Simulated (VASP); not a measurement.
# Sr (P6_3/mmc) in VASP: notebook, part 2 of 2

VASP 6.6.1.

## (3) Single point, r2SCAN (strain -0.0050 x Voigt [0, 0, 1, 0, 0, 0])

POSCAR

```
Sr
1.0
    4.3100002207      0.0000000000      0.0000000000
   -2.1550001104      3.7325696814      0.0000000000
    0.0000000000      0.0000000000      7.0147500000
Sr
2
Direct
    0.3333333333      0.6666666667      0.2500000000
    0.6666666667      0.3333333333      0.7500000000
```

INCAR.step1

```
SYSTEM = Sr
ALGO = Normal ; EDIFF = 1E-4
ENCUT = 520 ; GGA = PE
ISMEAR = 0 ; LASPH = .TRUE.
LCHARG = .FALSE. ; LREAL = .FALSE.
LWAVE = .TRUE. ; NBANDS = 17
NELM = 80 ; PREC = Accurate
SIGMA = 0.15
```

INCAR.step2

```
SYSTEM = Sr
ALGO = Normal ; EDIFF = 1E-6
ENCUT = 520 ; ISIF = 2
ISMEAR = 0 ; ISTART = 1
LASPH = .TRUE. ; LCHARG = .FALSE.
LMIXTAU = .TRUE. ; LREAL = .FALSE.
LWAVE = .FALSE. ; METAGGA = R2SCAN
NBANDS = 17 ; NELM = 80
PREC = Accurate ; SIGMA = 0.15
```

KPOINTS

```
k-points
0
G
  12 12 8
  0 0 0
```

Potentials or basis: VASP PAW PBE potentials, release 64 (Sr_sv).

On the command line:

```sh
$ cat potpaw_PBE.64/Sr_sv/POTCAR > POTCAR
$ cp INCAR.step1 INCAR
$ mpirun -np 1 vasp_std > vasp.out
$ cp INCAR.step2 INCAR
$ mpirun -np 1 vasp_std > vasp.out
```

OUTCAR:

```text
SYSTEM = Sr
   EDIFF = 1E-6
   ENCUT = 520
   ISIF = 2
   ISMEAR = 0
   ISTART = 1
   LASPH = .TRUE.
   LREAL = .FALSE.
   METAGGA = R2SCAN
   NELM = 80
   PREC = Accurate

 ion  position               nearest neighbor table
   1  0.333  0.667  0.250-   2 4.30   2 4.30   2 4.30   2 4.30   2 4.30   2 4.30
   2  0.667  0.333  0.750-   1 4.30   1 4.30   1 4.30   1 4.30   1 4.30   1 4.30

  LATTYP: Found a hexagonal cell.
 ALAT       =     4.3100002207
 C/A-ratio  =     1.6275521208

  Lattice vectors:

 A1 = (   4.3100002207,   0.0000000000,   0.0000000000)
 A2 = (  -2.1550001104,   3.7325696814,   0.0000000000)
 A3 = (   0.0000000000,   0.0000000000,   7.0147500000)

Analysis of symmetry for initial positions (statically):
=====================================================================
 Subroutine PRICEL returns:
 Original cell was already a primitive cell.

 Routine SETGRP: Setting up the symmetry group for a
 hexagonal supercell.

 Subroutine GETGRP returns: Found 24 space group operations
 (whereof 12 operations were pure point group operations)
 out of a pool of 24 trial point group operations.

The static configuration has the point symmetry D_3d.
[... 164 lines left out ...]

 val. band max:        1.5501068097   @ k =   0.2500   0.0833   0.0000
 cond. band min:       1.5552215728   @ k =   0.3333   0.0000   0.0000
 fundamental gap:      0.0051147631
 Fermi energy:         1.5519414867

 k-point     1 :       0.0000    0.0000    0.0000
  band No.  band energies     occupation
      1     -36.5445      2.00000
      2     -36.5307      2.00000
      3     -17.9906      2.00000
      4     -17.8359      2.00000
      5     -17.8359      2.00000
      6     -17.8100      2.00000
[... 457 lines left out ...]
      4     -17.9246      2.00000
      5     -17.9141      2.00000
      6     -17.8663      2.00000
[... 9 lines left out ...]
     16       5.4158      0.00000
     17       5.4567      0.00000

 [... further k-points ...]

------------------------ aborting loop because EDIFF is reached ----------------------------------------

  FORCE on cell =-STRESS in cart. coord.  units (eV):
  Direction    XX          YY          ZZ          XY          YZ          ZX
  --------------------------------------------------------------------------------------
  -------------------------------------------------------------------------------------
  Total        0.0542944      0.0542944      0.2707715     -0.0000000      0.0000000      0.0000000
  in kB        0.7708476      0.7708476      3.8442904     -0.0000000      0.0000000      0.0000000
  external PRESSURE =       1.7953285 kB  Pullay stress =       0.0000000 kB

 VOLUME and BASIS-vectors are now :
 -----------------------------------------------------------------------------
  energy-cutoff  :      520.00
  volume of cell :      112.85
      direct lattice vectors                 reciprocal lattice vectors
     4.310000221  0.000000000  0.000000000     0.232018550  0.133955972  0.000000000
    -2.155000110  3.732569681  0.000000000     0.000000000  0.267911944  0.000000000
     0.000000000  0.000000000  7.014750000     0.000000000  0.000000000  0.142556755

 POSITION                                       TOTAL-FORCE (eV/Angst)
 -----------------------------------------------------------------------------------
     -0.00000      2.48838      1.75369         0.000000     -0.000000      0.000000
      2.15500      1.24419      5.26106        -0.000000      0.000000      0.000000
 -----------------------------------------------------------------------------------
    total drift:                                0.000000     -0.000000      0.000000

  FREE ENERGIE OF THE ION-ELECTRON SYSTEM (eV)
  ---------------------------------------------------
  free  energy   TOTEN  =       -30.2017374186 eV

  energy  without entropy=      -30.1753114106  energy(sigma->0) =      -30.18852441
```

Wall time 5.1 min (1 thread of Intel Xeon Platinum 8488C (Sapphire Rapids), shared host); peak memory 0.34 GiB.

Results:

```yaml
Free_energy: -30.2017 eV
Pressure: 0.2 GPa
Band_gap_on_the_k_mesh: zero (bands 10 and 11 overlap by 0.41 eV)
```

Caveat: the cell differs from its parent crystal (strain -0.0050 x Voigt [0, 0, 1, 0, 0, 0]); the PAW data sets were made with another functional, which shifts forces and pressure a little.
